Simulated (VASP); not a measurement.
P:

```xyz
9
Lattice="3.3564 0.0000 0.0000 -1.6782 2.9067 0.0000 0.0000 0.0000 11.9406" Properties=species:S:1:pos:R:3 pbc="T T T"
P     0.8391    1.4534    0.7132
P     1.6782    0.0000    8.6736
P    -0.8391    1.4534    4.6934
P     0.8391    1.4534    7.2472
P     1.6782    0.0000    3.2670
P    -0.8391    1.4534   11.2274
P     0.0000    0.0000    5.9703
P     0.0000    0.0000    1.9901
P     0.0000    0.0000    9.9505
```

The cell was generated, and may not be a known phase.

- Program: VASP 6.6.1
- Task: relaxation of cell and atoms
- Functional: PBE
- Potentials or basis: VASP PAW PBE potentials, release 64 (P)
- Cutoff: 600 eV
- k mesh: 6 × 6 × 2
- Occupations: gaussian, width 0.1 eV
- Spin: no spin polarisation

At the start: pressure 34.5 GPa; volume 12.94 Å³/atom.

Task: How do energy, volume and symmetry change on relaxing?

Result: Over 12 steps the energy falls by 394.1 meV/atom and the volume is 16.37 Å³/atom (+26.4 %); space group P6_222 (No. 180, to 0.1 Å) before and after.

Step by step:
```
step  energy change (eV)  largest force (eV/Å)  pressure (GPa)  volume (Å³)
   1              0.0000                1.3269           34.50       116.49
   2             -2.8880                0.0774           -7.39       169.95
   3             -3.3096                0.2865           -0.24       151.43
   4             -3.3119                0.2639           -0.96       152.84
   5             -3.4409                0.0674           -0.92       151.69
   6             -3.5121                0.1483           -0.88       150.40
   7             -3.4232                0.5370           -0.53       147.51
   8             -3.5219                0.2516           -0.87       149.80
   9             -3.5222                0.2687           -0.87       149.68
  10             -3.5454                0.0866            0.09       147.02
  11             -3.5456                0.0689            0.19       146.77
  12             -3.5471                0.0064           -0.06       147.30
```

Final structure:
```
CELL_PARAMETERS angstrom
3.47745 0.00000 0.00000
-1.73873 3.01156 0.00000
0.00000 0.00000 14.06505
ATOMIC_POSITIONS crystal
P 0.50000 0.50000 0.05449
P 0.50000 0.00000 0.72115
P 0.00000 0.50000 0.38782
P 0.50000 0.50000 0.61218
P 0.50000 0.00000 0.27885
P 0.00000 0.50000 0.94551
P 0.00000 0.00000 0.50000
P 0.00000 0.00000 0.16667
P 0.00000 0.00000 0.83333
```

Caveat: the k points lie up to 0.35 Å⁻¹ apart in the final cell, too coarse for converged energies and pressures of a metal; the volume moved by over 15 % at a fixed basis, so the end points are rough; an odd number of electrons without spin polarisation forces a metal; a magnetic or distorted state may lie lower.
